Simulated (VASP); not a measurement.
Input of a VASP 6.6.1 run:

The input INCAR:

```
SYSTEM = Ag
PREC = Accurate
ENCUT = 520
EDIFF = 1E-6
ISMEAR = 0
SIGMA = 0.1
LREAL = .False.
LASPH = .True.
NELM = 80
ALGO = Fast
ISIF = 2
LWAVE = .False.
LCHARG = .False.
GGA = PE
NBANDS = 12
```

File KPOINTS:

```
regular mesh
0
Gamma
  22 22 22
  0 0 0
```

Contents of POSCAR:

```
Ag
1.0
    0.0000000000      2.0738008241      2.0738008241
    2.0738008241      0.0000000000      2.0738008241
    2.0738008241      2.0738008241      0.0000000000
Ag
1
Direct
    0.5000000000      0.5000000000      0.5000000000
```

Potentials or basis: VASP PAW PBE potentials, release 64 (Ag).

Command:

```console
$ cat potpaw_PBE.64/Ag/POTCAR > POTCAR
$ mpirun -np 1 vasp_std > vasp.out
```

Question: Estimate the pressure.

Answer: -0.1 GPa.
